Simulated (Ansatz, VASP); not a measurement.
## One calculation of MoS2, two programs

File INCAR:

```
SYSTEM = MoS2
  PREC = Accurate
  ENCUT = 500
  EDIFF = 1E-6
  ISMEAR = 0
  SIGMA = 0.05
  LREAL = .False.
  LASPH = .True.
  NELM = 120
  ALGO = Normal
  ISIF = 2
  LWAVE = .False.
  LCHARG = .False.
  GGA = PE
  IVDW = 12
  NBANDS = 20
  GGA_COMPAT = .False.
```

Contents of KPOINTS:

```
Automatic mesh
0
Gamma
  12 12 6
  0 0 0
```

POSCAR

```
MoS2
1.0
    3.1460456588      0.0000000000      0.0000000000
   -1.5730228294      2.7245554619      0.0000000000
    0.0000000000      0.0000000000      6.1262947113
Mo S
1 2
Direct
    0.0000000000      0.0000000000      0.0000000000
    0.3333333333      0.6666666667      0.2357940733
    0.3333333333      0.6666666667      0.7642059267
```

Input for Ansatz:

```yaml
crystal:
  lattice:
    - [3.1460456588, 0.0, 0.0]
    - [-1.5730228294, 2.7245554619, 0.0]
    - [0.0, 0.0, 6.1262947113]
  atoms:
    - { symbol: Mo, position: [0.0, 0.0, 0.0] }
    - { symbol: S, position: [0.3333333333, 0.6666666667, 0.2357940733] }
    - { symbol: S, position: [0.3333333333, 0.6666666667, 0.7642059267] }
basis:
  ecutwfc: 420
kpoints:
  mp_grid: { grid: [12, 12, 6] }
hamiltonian:
  xc: pbe
  dispersion: d3bj
scf:
  occupations: { method: gaussian, width: 0.05 }
output:
  forces: true
  stress: true
  eigenvalues: true
```

Alike in both runs: task single point; functional PBE; dispersion D3(BJ); k mesh 12 × 12 × 6; occupations gaussian, width 0.05 eV; no spin polarisation.

|  | VASP | Ansatz |
| --- | --- | --- |
| version | VASP 6.6.1 | Ansatz 0.2.0 |
| potentials or method | VASP PAW PBE potentials, release 64 (Mo_sv, S), cutoff 500 eV | scalar-relativistic, plane waves, PAW |
| valence electrons in the cell | 26 | 26 |

```csv
,VASP,Ansatz,Ansatz less VASP
gap on the k mesh at the Fermi level (eV),0.18,0.16,-0.021
least direct gap on the mesh (eV),1.51,1.50,-0.004
pressure (GPa),15.1,15.3,+0.22
"traceless stress, the component that is largest in VASP (GPa)",11.17,11.23,+0.060
rms of the force components (eV/Å),1.196,1.208,+0.0126
```

Atom by atom the forces differ by 0.013 eV/Å (rms over components).
